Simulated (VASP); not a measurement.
Write the native input for VASP 6.6.1 that does the following.

```yaml
Task: single point
Functional: LDA
Potentials_or_basis: VASP PAW LDA potentials, release 64 (Si, O, H)
Cutoff: 520 eV
k_mesh: 1 × 1 × 1
Occupations: fermi-dirac, width 0.02 eV
Spin: collinear spin, ferromagnetic start
Starting_moments: "[0.0, 0.0, 0.0, 0.0, 0.0, 0.0, 0.0, 0.0, 0.0, 0.0, 0.0, 0.0, 0.0, 0.0, 0.0, 0.0, 0.0, 0.0, 0.0, 0.0, 0.0, 0.0, 0.0, 0.0, 0.7] μB"
Dipole_correction: no
Further_INCAR_settings: LREAL = Auto; ALGO = Normal; EDIFF = 1e-07; NBANDS = 86
```

The structure of Si8HO16 (a cell with a defect) lies in POSCAR:

```
Si8HO16
1.0
   -4.9860000000     -4.9860000000      0.0000000000
    4.9860000000     -4.9860000000      0.0000000000
    0.0000000000      0.0000000000      6.9770000000
Si O H
8 16 1
Direct
    0.2004813478      0.5110308865     -0.0203955855
    0.0312976334      0.2296530285      0.2723663466
    0.8037003610      0.5236161252      0.5095169844
   -0.0046430004      0.8334436422      0.7536047012
    0.7386782992      0.0367328520      0.0412068224
    0.5042017649      0.7144304051      0.2612010893
    0.3324709186      0.0075812274      0.5136734986
    0.5296730846      0.2878559968      0.7729969901
    0.3577517048      0.6038206980      0.1201232621
    0.9601684717      0.3760328921      0.4275476566
    0.6832230245      0.4291516245      0.6777984807
    0.0424187726      0.6519253911      0.8931059194
    0.8947452868      0.7267950261      0.5674645263
    0.6705375050      0.5728038508      0.3272896660
    0.0828519856      0.3416165263      0.0777124839
    0.3452466907      0.4115322904      0.8092303282
    0.8602587244      0.0793120738      0.2316181740
    0.4025671881      0.8032892098      0.4467392862
    0.1632069795      0.9571299639      0.6630213559
    0.6097773767      0.2213096671      0.9823419808
    0.4837344565      0.1355194545      0.6102336248
    0.2195447252      0.1085940634      0.3443170417
    0.6036602487      0.8649518652      0.1035545363
    0.8718912956      1.0085539511      0.8382972624
    0.2716205375      0.0485960690      0.0394295542
```

These files were run (other wordings do the same):

INCAR

```
SYSTEM = Si8HO16
  PREC = Accurate
  ENCUT = 520
  EDIFF = 1E-7
  ISMEAR = -1
  SIGMA = 0.02
  LREAL = Auto
  LASPH = .TRUE.
  NELM = 150
  ALGO = Normal
  ISIF = 2
  LWAVE = .FALSE.
  LCHARG = .FALSE.
  ISPIN = 2
  MAGMOM = 0 0 0 0 0 0 0 0 0 0 0 0 0 0 0 0 0 0 0 0 0 0 0 0 0.7
  LORBIT = 11
  NBANDS = 86
```

KPOINTS

```
Automatic mesh
0
G
  1 1 1
  0 0 0
```

Potentials or basis: VASP PAW LDA potentials, release 64 (Si, O, H).

Run with:

```console
$ cat potpaw_LDA.64/Si/POTCAR potpaw_LDA.64/O/POTCAR potpaw_LDA.64/H/POTCAR > POTCAR
$ mpirun -np 1 vasp_gam > vasp.out
```

It gave:

The pressure is -2.0 GPa, the largest force is 3.416 eV/Å and the band gap on the k mesh is 2.61 eV. The net moment is 1.00 μB per cell and the site moments are Si -0.00, +0.00; O +0.00, +0.02, -0.00, +0.01, +0.04; H +0.34 μB. The valence electrons inside the program's atomic spheres are Si 1.60, 1.66, 1.67, 1.64, 1.63, 1.74, 1.69; O 5.21, 5.25, 5.24, 5.20, 5.19, 5.22, 5.23, 5.18, 5.28, 5.15; H 0.37.

Caveat: the k points lie up to 0.90 Å⁻¹ apart.

Run time: 2.2 min on 1 thread of AMD EPYC 7R13 (shared host), peak memory 0.29 GiB.
